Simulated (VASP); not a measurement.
**PtS2: single point with PBE**

PtS2:

```
CELL_PARAMETERS angstrom
3.70180 0.00000 0.00000
-1.85090 3.20585 0.00000
0.00000 0.00000 6.33420
ATOMIC_POSITIONS crystal
Pt 0.00000 0.00000 0.00000
S 0.33333 0.66667 0.18304
S 0.66667 0.33333 0.81696
```

| Item | Value |
| --- | --- |
| Program | VASP 6.6.1 |
| Task | single point |
| Functional | PBE |
| Potentials or basis | VASP PAW PBE potentials, release 64 (Pt, S) |
| Cutoff | 520 eV |
| k mesh | 9 × 9 × 4 |
| Occupations | gaussian, width 0.05 eV |
| Spin | no spin polarisation |
| Dipole correction | no |
| Further INCAR settings | ALGO = Normal; EDIFF = 1e-07; NBANDS = 18 |

```json
{
  "Pressure": "-4.0 GPa",
  "Largest force": "0.027 eV/Å",
  "Band gap on the k mesh": "1.31 eV (least direct gap 1.36 eV)"
}
```

Forces in eV/Å, atoms in the order of the input:
```
Pt   0.000  0.000  0.000
S    0.000  0.000 -0.027
S    0.000  0.000  0.027
```

Stress tensor (GPa, compression positive):
```
-5.82  0.00  0.00
 0.00 -5.82  0.00
 0.00  0.00 -0.24
```

Levels at points of the mesh, in eV from the valence-band top:
```csv
k point,band 9,band 10,band 11,band 12,band 13,band 14
"(0.00, 0.00, 0.00)",-0.67,-0.67,-0.40,2.77,2.77,4.91
"(0.00, 0.00, 0.50)",-0.75,-0.69,-0.69,2.81,2.81,5.72
```

It took 63 s on 1 thread of Intel Xeon 8259CL, on a shared host, peak memory 0.21 GiB.

Caveat: the cell stands under tension; spin-orbit coupling is left out, which moves the levels of the heavy elements; an odd mesh through Γ misses points on the zone boundary, where band edges can lie; this functional lacks dispersion, which binds the layers, so the pressure and a relaxed spacing across them are unreliable.
